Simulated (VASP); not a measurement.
Wanted: the native input for a VASP 6.6.1 run.

- Task: single point
- Functional: r2SCAN
- Potentials or basis: VASP PAW PBE potentials, release 64 (Al, Cu)
- Cutoff: 520 eV
- k mesh: 12 × 12 × 12
- Occupations: gaussian, width 0.1 eV
- Spin: no spin polarisation
- Dipole correction: no
- Further INCAR settings: ALGO = Normal; EDIFF = 1e-06; NBANDS = 26

Crystal: AlCu3.

```
Al Cu
1.0
     3.75937    0.00000    0.00000
     0.00000    3.75937    0.00000
     0.00000    0.00000    3.75937
Al Cu
1 3
Direct
  0.00000 0.00000 0.00000
  0.50000 0.50000 0.00000
  0.50000 0.00000 0.50000
  0.00000 0.50000 0.50000
```

These files were run (other wordings do the same):

POSCAR

```
AlCu3
1.0
    3.7593745829      0.0000000000      0.0000000000
    0.0000000000      3.7593745829      0.0000000000
    0.0000000000      0.0000000000      3.7593745829
Al Cu
1 3
Direct
    0.0000000000      0.0000000000      0.0000000000
    0.5000000000      0.5000000000      0.0000000000
    0.5000000000      0.0000000000      0.5000000000
    0.0000000000      0.5000000000      0.5000000000
```

INCAR.step1

```
ALGO     = Normal         # electronic algorithm
EDIFF    = 1E-4           # SCF threshold, eV
ENCUT    = 520            # plane-wave cutoff, eV
GGA      = PE             # functional
ISMEAR   = 0              # smearing method
LASPH    = T              # aspherical terms in the spheres
LCHARG   = F              # write CHGCAR
LREAL    = F              # projectors in reciprocal space
LWAVE    = T              # write WAVECAR
NBANDS   = 26             # bands
NELM     = 80             # most SCF steps
PREC     = Accurate       # precision mode
SIGMA    = 0.1            # smearing width, eV
```

INCAR.step2

```
ALGO     = Normal         # electronic algorithm
EDIFF    = 1E-6           # SCF threshold, eV
ENCUT    = 520            # plane-wave cutoff, eV
ISIF     = 2              # what is computed and relaxed
ISMEAR   = 0              # smearing method
ISTART   = 1            
LASPH    = T              # aspherical terms in the spheres
LCHARG   = F              # write CHGCAR
LMIXTAU  = T            
LREAL    = F              # projectors in reciprocal space
LWAVE    = F              # write WAVECAR
METAGGA  = R2SCAN         # meta-GGA
NBANDS   = 26             # bands
NELM     = 80             # most SCF steps
PREC     = Accurate       # precision mode
SIGMA    = 0.1            # smearing width, eV
```

KPOINTS

```
k-points
0
Gamma
  12 12 12
```

Potentials or basis: VASP PAW PBE potentials, release 64 (Al, Cu).

The run is started by

```console
$ cat potpaw_PBE.64/Al/POTCAR potpaw_PBE.64/Cu/POTCAR > POTCAR
$ cp INCAR.step1 INCAR
$ mpirun -np 1 vasp_std > vasp.out
$ cp INCAR.step2 INCAR
$ mpirun -np 1 vasp_std > vasp.out
```

It gave:

The pressure is -11.2 GPa and the band gap on the k mesh is zero (bands 18 and 19 overlap by 5.37 eV).

Caveat: the cell stands under tension; the PAW data sets were made with another functional, which shifts forces and pressure a little.

Run time: 2.3 min on 1 thread of Intel(R) Xeon(R) 6975P-C (Granite Rapids) (shared host), peak memory 0.23 GiB.
